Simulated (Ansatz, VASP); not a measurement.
## Two plane-wave programs on Be2ZnTe5

```
CELL_PARAMETERS angstrom
5.87025 0.00000 0.00000
0.00000 5.87025 0.00000
0.00000 0.00000 6.77980
ATOMIC_POSITIONS crystal
Be 0.50000 0.00000 0.50000
Be 0.00000 0.50000 0.50000
Zn 0.00000 0.00000 0.00000
Te 0.23255 0.23255 0.30418
Te 0.23255 0.76745 0.69582
Te 0.76745 0.23255 0.69582
Te 0.76745 0.76745 0.30418
Te 0.50000 0.50000 0.00000
```

Alike in both runs: functional PBE; k mesh 6 × 6 × 6; occupations gaussian, width 0.1 eV; no spin polarisation.

Ansatz relaxed the structure, and its values are those at the end. VASP's run is a single point on that final structure, the one shown.

|  | VASP | Ansatz |
| --- | --- | --- |
| version | VASP 6.6.1 | Ansatz 0.2.0 |
| potentials or method | VASP PAW PBE potentials, release 64 (Be, Zn, Te), cutoff 520 eV | scalar-relativistic, plane waves, PAW |
| valence electrons in the cell | 46 | 96 |

|  | VASP | Ansatz | Ansatz less VASP |
| --- | --- | --- | --- |
| gap on the k mesh at the Fermi level (eV) | none | none | - |
| pressure (GPa) | 0.1 | 0.0 | -0.05 |
| rms of the force components (eV/Å) | 0.003 | 0.001 | -0.0020 |

A gap of «none» marks a metal or a gap that the smearing closes. With one functional, cell and mesh, what is left measures potentials, basis and numerics. VASP's potentials hold 46 valence electrons a cell and Ansatz's 96, so a difference there can come from the potentials and not from the codes.

Neither program's run includes spin-orbit coupling.
